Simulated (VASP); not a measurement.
# Na2S (Fm-3m) in VASP: relaxation of the atoms with PBE

Aim: the relaxation of the atoms of Na2S with PBE.

All numbers are computed with VASP 6.6.1; they aren't measurements. Logs are shortened: lines on timing, memory, paths and dates and some standing lists are left out, and cuts for length are marked.

## 1. The cell of the first run

Symmetry: Fm-3m, No. 225, cubic system. Conventional cell: a = 6.547 Å, b = 6.547 Å, c = 6.547 Å, α = 90.00°, β = 90.00°, γ = 90.00°. Within 3.7 Å of Na (site symmetry -43m) lie 4 S at 2.83 Å and 6 Na at 3.27 Å. S (site symmetry m-3m) has 8 Na at 2.83 Å within 3.7 Å.

## 2. Relaxation of the atoms, PBE

INCAR reads:

```
SYSTEM = Na2S
PREC = Accurate
ENCUT = 450
EDIFF = 1E-7
ISMEAR = -1
SIGMA = 0.02
LREAL = .FALSE.
LASPH = .TRUE.
NELM = 120
ALGO = Normal
ISIF = 2
LWAVE = .FALSE.
LCHARG = .FALSE.
GGA = PE
IBRION = 2
NSW = 80
EDIFFG = -0.02
GGA_COMPAT = .FALSE.
NELMIN = 4
```

KPOINTS reads:

```
Automatic mesh
0
G
  7 7 7
  0 0 0
```

POSCAR reads:

```
Na2S
1.0
    0.0000000000      3.2735000000      3.2735000000
    3.2735000000      0.0000000000      3.2735000000
    3.2735000000      3.2735000000      0.0000000000
Na S
2 1
Direct
    0.2500000000      0.2500000000      0.2500000000
    0.7500000000      0.7500000000      0.7500000000
    0.0000000000      0.0000000000      0.0000000000
```

Potentials or basis: VASP PAW PBE potentials, release 64 (Na_pv, S).

Started as:

```sh
$ cat potpaw_PBE.64/Na_pv/POTCAR potpaw_PBE.64/S/POTCAR > POTCAR
$ mpirun -np 1 vasp_std > vasp.out
```

OUTCAR:

```text
SYSTEM = Na2S
   PREC = Accurate
   ENCUT = 450
   EDIFF = 1E-7
   ISMEAR = -1
   LREAL = .FALSE.
   LASPH = .TRUE.
   NELM = 120
   ISIF = 2
   GGA = PE
   IBRION = 2
   NSW = 80
   EDIFFG = -0.02
   NELMIN = 4

 ion  position               nearest neighbor table
   1  0.250  0.250  0.250-
   2  0.750  0.750  0.750-
   3  0.000  0.000  0.000-

  LATTYP: Found a face centered cubic cell.
 ALAT       =     6.5470000000

  Lattice vectors:

 A1 = (   0.0000000000,   3.2735000000,   3.2735000000)
 A2 = (   3.2735000000,   0.0000000000,   3.2735000000)
 A3 = (   3.2735000000,   3.2735000000,   0.0000000000)

Analysis of symmetry for initial positions (statically):
=====================================================================
 Subroutine PRICEL returns:
 Original cell was already a primitive cell.

 Routine SETGRP: Setting up the symmetry group for a
 face centered cubic supercell.

 Subroutine GETGRP returns: Found 48 space group operations
 (whereof 48 operations were pure point group operations)
 out of a pool of 48 trial point group operations.

The static configuration has the point symmetry O_h .

Analysis of symmetry for dynamics (positions and initial velocities):
=====================================================================
 Subroutine PRICEL returns:
 Original cell was already a primitive cell.

 Routine SETGRP: Setting up the symmetry group for a
 face centered cubic supercell.

 Subroutine GETGRP returns: Found 48 space group operations
 (whereof 48 operations were pure point group operations)
 out of a pool of 48 trial point group operations.

The dynamic configuration has the point symmetry O_h .

 Subroutine INISYM returns: Found 48 space group operations
 (whereof 48 operations are pure point group operations),
 and found     1 'primitive' translations

----------------------------------------------------------------------------------------

                                     Primitive cell

  volume of cell :      70.1564

  direct lattice vectors                    reciprocal lattice vectors
     0.000000000  3.273500000  3.273500000    -0.152741714  0.152741714  0.152741714
     3.273500000  0.000000000  3.273500000     0.152741714 -0.152741714  0.152741714
     3.273500000  3.273500000  0.000000000     0.152741714  0.152741714 -0.152741714

  length of vectors
     4.629428096  4.629428096  4.629428096     0.264556409  0.264556409  0.264556409

  position of ions in fractional coordinates (direct lattice)
     0.250000000  0.250000000  0.250000000
     0.750000000  0.750000000  0.750000000
     0.000000000  0.000000000  0.000000000

  ion indices of the primitive-cell ions
   primitive index   ion index
                 1           1
                 2           2
                 3           3

----------------------------------------------------------------------------------------

 KPOINTS: Automatic mesh

Automatic generation of k-mesh.
 Grid dimensions read from file:
 generate k-points for:    7    7    7

 Generating k-lattice:

  Cartesian coordinates                     Fractional coordinates (reciprocal lattice)
    -0.021820245  0.021820245  0.021820245     0.142857143  0.000000000  0.000000000
     0.021820245 -0.021820245  0.021820245     0.000000000  0.142857143  0.000000000
     0.021820245  0.021820245 -0.021820245     0.000000000  0.000000000  0.142857143

  Length of vectors
     0.037793773  0.037793773  0.037793773

  Shift w.r.t. Gamma in fractional coordinates (k-lattice)
     0.000000000  0.000000000  0.000000000

 Subroutine IBZKPT returns following result:
 ===========================================

 Found     20 irreducible k-points:

 Following reciprocal coordinates:
            Coordinates               Weight
  0.000000  0.000000  0.000000      1.000000
  0.142857  0.000000  0.000000      8.000000
  0.285714  0.000000  0.000000      8.000000
  0.428571  0.000000  0.000000      8.000000
  0.142857  0.142857  0.000000      6.000000
  0.285714  0.142857  0.000000     24.000000
[... 12 lines left out ...]
 -0.428571  0.428571  0.142857     24.000000
 -0.285714  0.428571  0.142857     24.000000
   k-points           NKPTS =     20   k-points in BZ     NKDIM =     20   number of bands    NBANDS=     14
   number of dos      NEDOS =    301   number of ions     NIONS =      3
   total plane-waves  NPLWV =  32768
   dimension x,y,z NGX =    32 NGY =   32 NGZ =   32
   dimension x,y,z NGXF=    64 NGYF=   64 NGZF=   64
   ions per type =               2   1
   NGX,Y,Z   is equivalent  to a cutoff of  11.49, 11.49, 11.49 a.u.
   NGXF,Y,Z  is equivalent  to a cutoff of  22.98, 22.98, 22.98 a.u.
 SYSTEM =  Na2S
   PREC   = accura    normal or accurate (medium, high low for compatibility)
   ISTART =      0    job   : 0-new  1-cont  2-samecut
   ICHARG =      2    charge: 1-file 2-atom 10-const
   ISPIN  =      1    spin polarized calculation?
   LNONCOLLINEAR =      F non collinear calculations
   LSORBIT =      F    spin-orbit coupling
   LASPH  =      T    aspherical Exc in radial PAW
   ENCUT  =  450.0 eV  33.07 Ry    5.75 a.u.   8.01  8.01  8.01*2*pi/ulx,y,z
   NELM   =    120;   NELMIN=  4; NELMDL= -5     # of ELM steps
   EDIFF  = 0.1E-06   stopping-criterion for ELM
   LREAL  =      F    real-space projection
   EDIFFG = -.2E-01   stopping-criterion for IOM
   NSW    =     80    number of steps for IOM
   IBRION =      2    ionic relax: 0-MD 1-quasi-New 2-CG
   NFREE  =      1    steps in history (QN), initial steepest desc. (CG)
   ISIF   =      2    stress and relaxation
   ISYM   =      2    0-nonsym 1-usesym 2-fastsym
   POTIM  = 0.5000    time-step for ionic-motion
   TEBEG  =    0.0;   TEEND  =   0.0 temperature during run
   PSTRESS=    0.0 pullay stress
   NELECT =      20.0000    total number of electrons
   NUPDOWN=      -1.0000    fix difference up-down
   EMIN   =  10.00;   EMAX   =-10.00  energy-range for DOS
   EFERMI =   0.00;   METHOD = LEGACY
   ISMEAR =    -1;   SIGMA  =   0.02  broadening in eV -4-tet -1-fermi 0-gaus
   EFERMI_NEDOS =   21; number of points for ismear=-14 and -15
   IALGO  =     38    algorithm
   IMIX   =      4    mixing-type and parameters
     AMIX     =   0.40;   BMIX     =  1.00
     AMIX_MAG =   1.60;   BMIX_MAG =  1.00
  volume/ion in A,a.u.               =      23.39       157.81
  Fermi-wavevector in a.u.,A,eV,Ry     =   1.077447  2.036079 15.794888  1.160892
  Thomas-Fermi vector in A             =   2.213359
   LORBIT       =      0    0 simple, 1 ext, 2 COOP (PROOUT), +10 PAW based schemes
   GGA     = PE    functional components
   LHFCALC =     F    Hartree Fock is set to
   AEXX    =    0.0000 exact exchange contribution
   IVDW    =     0    specifies the selected vdW correction
   LEPSILON=     F    determine dielectric tensor
   LRPA    =     F    only Hartree local field effects (RPA)
 conjugate gradient relaxation of ions
 non-spin polarized calculation
  energy-cutoff  :      450.00
  volume of cell :       70.16
 maximum number of plane-waves:      1536
   NGX = 17   NGY = 17   NGZ = 17

 number of electron      19.9999980 magnetization

 Free energy of the ion-electron system (eV)
  ---------------------------------------------------
  ext. energy  EPLUGINS =         0.00000000
  ---------------------------------------------------
  free energy    TOTEN  =        -9.97505548 eV

  energy without entropy =       -9.97505548  energy(sigma->0) =       -9.97505548

 E-fermi :   0.5961     XC(G=0):  -7.8126

 val. band max:        0.1768461447   @ k =   0.0000   0.0000   0.0000
 cond. band min:       2.6524706845   @ k =   0.0000   0.0000   0.0000
 fundamental gap:      2.4756245399
 Fermi energy:         0.5960937090

 k-point     1 :       0.0000    0.0000    0.0000
  band No.  band energies     occupation
      1     -22.0705      2.00000
      2     -22.0705      2.00000
      3     -22.0705      2.00000
      4     -22.0176      2.00000
      5     -22.0176      2.00000
      6     -22.0176      2.00000
      7      -9.9615      2.00000
      8       0.1768      2.00000
      9       0.1768      2.00000
     10       0.1768      2.00000
     11       2.6525      0.00000
     12       7.9086      0.00000
     13       7.9086      0.00000
     14       7.9086      0.00000

 k-point     2 :       0.1429    0.0000    0.0000
  band No.  band energies     occupation
      1     -22.0690      2.00000
      2     -22.0681      2.00000
      3     -22.0681      2.00000
      4     -22.0216      2.00000
      5     -22.0204      2.00000
      6     -22.0204      2.00000
      7      -9.9173      2.00000
      8      -0.2825      2.00000
      9       0.1508      2.00000
     10       0.1508      2.00000
     11       3.2474      0.00000
     12       7.6209      0.00000
     13       8.0115      0.00000
     14       8.0115      0.00000

 k-point     3 :       0.2857    0.0000    0.0000
  band No.  band energies     occupation
      1     -22.0640      2.00000
      2     -22.0612      2.00000
      3     -22.0612      2.00000
      4     -22.0318      2.00000
      5     -22.0281      2.00000
      6     -22.0281      2.00000
      7      -9.8153      2.00000
      8      -0.9799      2.00000
      9       0.0945      2.00000
     10       0.0945      2.00000
     11       4.2381      0.00000
     12       7.0798      0.00000
     13       7.7118      0.00000
     14       7.7118      0.00000

 k-point     4 :       0.4286    0.0000    0.0000
  band No.  band energies     occupation
      1     -22.0560      2.00000
      2     -22.0509      2.00000
      3     -22.0509      2.00000
      4     -22.0438      2.00000
      5     -22.0389      2.00000
      6     -22.0389      2.00000
      7      -9.7304      2.00000
      8      -1.4033      2.00000
      9       0.0515      2.00000
     10       0.0515      2.00000
     11       4.8698      0.00000
     12       6.6763      0.00000
     13       7.3660      0.00000
     14       7.3660      0.00000

 k-point     5 :       0.1429    0.1429    0.0000
  band No.  band energies     occupation
      1     -22.0727      2.00000
      2     -22.0727      2.00000
      3     -22.0582      2.00000
      4     -22.0326      2.00000
      5     -22.0163      2.00000
      6     -22.0163      2.00000
      7      -9.9027      2.00000
      8      -0.3008      2.00000
      9       0.0826      2.00000
     10       0.0826      2.00000
     11       3.4248      0.00000
[... 208 lines left out ...]
 k-point    18 :      -0.4286    0.2857    0.1429
  band No.  band energies     occupation
      1     -22.0822      2.00000
      2     -22.0752      2.00000
      3     -22.0529      2.00000
      4     -22.0397      2.00000
      5     -22.0199      2.00000
      6     -22.0128      2.00000
      7      -9.6802      2.00000
      8      -1.1513      2.00000
      9      -0.5070      2.00000
     10      -0.1201      2.00000
     11       5.3198      0.00000
     12       6.1986      0.00000
     13       7.3948      0.00000
     14       8.1556      0.00000

 k-point    19 :      -0.4286    0.4286    0.1429
  band No.  band energies     occupation
      1     -22.0903      2.00000
      2     -22.0832      2.00000
      3     -22.0677      2.00000
      4     -22.0244      2.00000
      5     -22.0097      2.00000
      6     -22.0086      2.00000
      7      -9.6539      2.00000
      8      -1.1291      2.00000
      9      -0.4798      2.00000
     10      -0.3029      2.00000
     11       4.6112      0.00000
     12       6.6784      0.00000
     13       7.5521      0.00000
     14       8.6613      0.00000

 k-point    20 :      -0.2857    0.4286    0.1429
  band No.  band energies     occupation
      1     -22.0909      2.00000
      2     -22.0829      2.00000
      3     -22.0546      2.00000
      4     -22.0379      2.00000
      5     -22.0115      2.00000
      6     -22.0069      2.00000
      7      -9.6464      2.00000
      8      -0.9095      2.00000
      9      -0.8307      2.00000
     10      -0.2807      2.00000
     11       5.0011      0.00000
     12       6.7715      0.00000
     13       7.6361      0.00000
     14       7.9532      0.00000

------------------------ aborting loop because EDIFF is reached ----------------------------------------

  FORCE on cell =-STRESS in cart. coord.  units (eV):
  Direction    XX          YY          ZZ          XY          YZ          ZX
  --------------------------------------------------------------------------------------
  -------------------------------------------------------------------------------------
  Total        0.0819245      0.0819245      0.0819245      0.0000000      0.0000000      0.0000000
  in kB        1.8709290      1.8709290      1.8709290      0.0000000      0.0000000      0.0000000
  external PRESSURE =       1.8709290 kB  Pullay stress =       0.0000000 kB

 VOLUME and BASIS-vectors are now :
 -----------------------------------------------------------------------------
  energy-cutoff  :      450.00
  volume of cell :       70.16
      direct lattice vectors                 reciprocal lattice vectors
     0.000000000  3.273500000  3.273500000    -0.152741714  0.152741714  0.152741714
     3.273500000  0.000000000  3.273500000     0.152741714 -0.152741714  0.152741714
     3.273500000  3.273500000  0.000000000     0.152741714  0.152741714 -0.152741714

 POSITION                                       TOTAL-FORCE (eV/Angst)
 -----------------------------------------------------------------------------------
      1.63675      1.63675      1.63675        -0.000000      0.000000      0.000000
      4.91025      4.91025      4.91025         0.000000     -0.000000      0.000000
      0.00000      0.00000      0.00000        -0.000000      0.000000     -0.000000
 -----------------------------------------------------------------------------------
    total drift:                               -0.000000     -0.000000      0.000000

  FREE ENERGIE OF THE ION-ELECTRON SYSTEM (eV)
  ---------------------------------------------------
  free  energy   TOTEN  =        -9.9750554754 eV

  energy  without entropy=       -9.9750554754  energy(sigma->0) =       -9.97505548

 reached required accuracy - stopping structural energy minimisation
```

Run time: 35 s. Hardware: 1 thread of Oxide Virtual Turin-like, shared host; peak memory 0.14 GiB.

What came out:

```
Free energy             : -9.9751 eV
Pressure after relaxing : 0.2 GPa
Band gap on the k mesh  : 2.48 eV
```

Final structure:
```
Na S
1.0
     0.00000    3.27350    3.27350
     3.27350    0.00000    3.27350
     3.27350    3.27350    0.00000
Na S
2 1
Direct
  0.25000 0.25000 0.25000
  0.75000 0.75000 0.75000
  0.00000 0.00000 0.00000
```

Levels at points of the mesh, in eV from the valence-band top:
```
           k point  band 8  band 9  band 10  band 11  band 12  band 13
(0.00, 0.00, 0.00)    0.00    0.00     0.00     2.48     7.73     7.73
```

Caveat: the relaxation stopped at its first step, so nothing moved. PBE gaps usually lie below the measured ones, often by a third to a half.
